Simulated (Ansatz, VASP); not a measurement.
## CO2: VASP beside Ansatz

```
CELL_PARAMETERS angstrom
8.40612 0.00000 0.00000
0.00000 8.40612 0.00000
0.00000 0.00000 8.40612
ATOMIC_POSITIONS crystal
C 0.52098 0.61982 0.42167
C 0.75045 0.30896 0.58690
C 0.97216 0.60722 0.34591
C 0.32780 0.97898 0.99072
C 0.56927 0.31805 0.12413
C 0.09184 0.89983 0.58785
C 0.23495 0.32202 0.66802
C 0.74501 0.96471 0.83449
C 0.96406 0.56170 0.90956
C 0.51928 0.00786 0.41224
O 0.43702 0.60240 0.31212
O 0.60446 0.63823 0.53156
O 0.74917 0.30991 0.72566
O 0.75114 0.30776 0.44750
O 0.05768 0.56406 0.44724
O 0.88608 0.65053 0.24587
O 0.27045 0.90775 0.09545
O 0.38569 0.05001 0.88580
O 0.45439 0.25796 0.17529
O 0.68374 0.37845 0.07391
O 0.12826 0.85717 0.71537
O 0.05545 0.94078 0.46007
O 0.11816 0.24639 0.66796
O 0.35112 0.39849 0.66829
O 0.74225 0.98079 0.97241
O 0.74801 0.94926 0.69599
O 0.06998 0.48761 0.96144
O 0.85928 0.63557 0.85591
O 0.61207 0.95614 0.32269
O 0.42621 0.05810 0.50294
```

Alike in both runs: functional PBE; dispersion D3(BJ); k mesh 1 × 1 × 1; occupations fermi-dirac, width 0.05 eV; no spin polarisation.

Ansatz relaxed the structure, and its values are those at the end. VASP's run is a single point on that final structure, the one shown.

|  | VASP | Ansatz |
| --- | --- | --- |
| version | VASP 6.6.1 | Ansatz 0.2.0 |
| potentials or method | VASP PAW PBE potentials, release 64 (C_h, O_h), cutoff 1000 eV | scalar-relativistic, plane waves, PAW |
| valence electrons in the cell | 160 | 160 |

```csv
,VASP,Ansatz,Ansatz less VASP
gap on the k mesh at the Fermi level (eV),6.52,6.52,-0.001
rms of the force components (eV/Å),0.014,0.012,-0.0021
```

Ansatz's warnings: xc potential rough in thin density.
